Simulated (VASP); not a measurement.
A run of VASP 6.6.1:

File INCAR:

```
PREC     = Accurate       # precision mode
ENCUT    = 520            # plane-wave cutoff, eV
EDIFF    = 1E-6           # SCF threshold, eV
ISMEAR   = 0              # smearing method
SIGMA    = 0.05           # smearing width, eV
LREAL    = False          # projectors in reciprocal space
LASPH    = True           # aspherical terms in the spheres
NELM     = 80             # most SCF steps
ALGO     = Normal         # electronic algorithm
ISIF     = 2              # what is computed and relaxed
LWAVE    = False          # write WAVECAR
LCHARG   = True           # write CHGCAR
GGA      = PS             # functional
LELF     = True           # ELF
LVHAR    = True         
NBANDS   = 20             # bands
```

KPOINTS

```
Automatic mesh
0
Gamma
  6 6 4
```

POSCAR

```
SnSe2
1.0
    3.8109987816      0.0000000000      0.0000000000
   -1.9054993908      3.3004217586      0.0000000000
    0.0000000000      0.0000000000      6.1370000000
Sn Se
1 2
Direct
    0.0000000000      0.0000000000      0.0000000000
    0.3333333333      0.6666666667      0.2011161805
    0.6666666667      0.3333333333      0.7500000000
```

Potentials or basis: VASP PAW PBE potentials, release 64 (Sn_d, Se).

Run with:

```sh
$ cat potpaw_PBE.64/Sn_d/POTCAR potpaw_PBE.64/Se/POTCAR > POTCAR
$ mpirun -np 1 vasp_std > vasp.out
```

Hardware: 1 thread of Intel(R) Xeon(R) Platinum 8259CL CPU @ 2.50GHz (Skylake/Cascade Lake) (shared host).

Problem. Estimate the wall time of this run.

Solution. Wall time 37 s on 1 thread of Intel(R) Xeon(R) Platinum 8259CL CPU @ 2.50GHz (Skylake/Cascade Lake) (shared host), peak memory 0.2 GiB. Counts: scf iterations 14, k points 24.
